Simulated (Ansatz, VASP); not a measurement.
## Two plane-wave programs on Al2O3

INCAR

```
SYSTEM = Al2O3
  ALGO = Normal
  EDIFF = 1E-6
  ENCUT = 520
  GGA = PE
  ISIF = 2
  ISMEAR = 0
  IVDW = 12
  LASPH = .True.
  LCHARG = .False.
  LREAL = .False.
  LWAVE = .False.
  NBANDS = 20
  NELM = 60
  PREC = Accurate
  SIGMA = 0.05
```

Contents of KPOINTS:

```
k-points
0
Gamma
  9 9 4
  0 0 0
```

Contents of POSCAR:

```
Al2O3
1.0
    2.9172793866      0.0000000000      0.0000000000
   -1.4586396933      2.5264380587      0.0000000000
    0.0000000000      0.0000000000      7.4236882398
Al O
2 3
Direct
    0.0000000000      0.0000000000      0.1907358529
    0.0000000000      0.0000000000      0.8092641471
    0.3333333333      0.6666666667      0.2840924954
    0.6666666667      0.3333333333      0.0000000000
    0.3333333333      0.6666666667      0.7159075046
```

Input for Ansatz:

```yaml
crystal:
  lattice:
    - [2.9172793866, 0.0, 0.0]
    - [-1.4586396933, 2.5264380587, 0.0]
    - [0.0, 0.0, 7.4236882398]
  atoms:
    - { symbol: Al, position: [0.0, 0.0, 0.1907358529] }
    - { symbol: Al, position: [0.0, 0.0, 0.8092641471] }
    - { symbol: O, position: [0.3333333333, 0.6666666667, 0.2840924954] }
    - { symbol: O, position: [0.6666666667, 0.3333333333, 0.0] }
    - { symbol: O, position: [0.3333333333, 0.6666666667, 0.7159075046] }
basis:
  ecutwfc: 520.0
kpoints:
  mp_grid: { grid: [9, 9, 4] }
hamiltonian:
  xc: pbe
  pseudopotentials: { kind: paw, azcp: { folder: soft_1 } }
  dispersion: d3bj
scf:
  occupations: { method: gaussian, width: 0.05 }
output:
  forces: true
  stress: true
  eigenvalues: true
```

Alike in both runs: task single point; functional PBE; dispersion D3(BJ); k mesh 9 × 9 × 4; occupations gaussian, width 0.05 eV; no spin polarisation.

|  | VASP | Ansatz |
| --- | --- | --- |
| version | VASP 6.6.1 | Ansatz 0.2.0 |
| potentials or method | VASP PAW PBE potentials, release 64 (Al, O), cutoff 520 eV | scalar-relativistic, plane waves, PAW |
| valence electrons in the cell | 24 | 24 |

```tsv
	VASP	Ansatz	Ansatz less VASP
gap on the k mesh at the Fermi level (eV)	4.11	4.13	+0.023
least direct gap on the mesh (eV)	4.20	4.22	+0.021
pressure (GPa)	-8.7	-8.7	+0.01
traceless stress, the component that is largest in VASP (GPa)	2.54	2.77	+0.228
rms of the force components (eV/Å)	0.228	0.214	-0.0134
```

Atom by atom the forces differ by 0.016 eV/Å (rms over components).
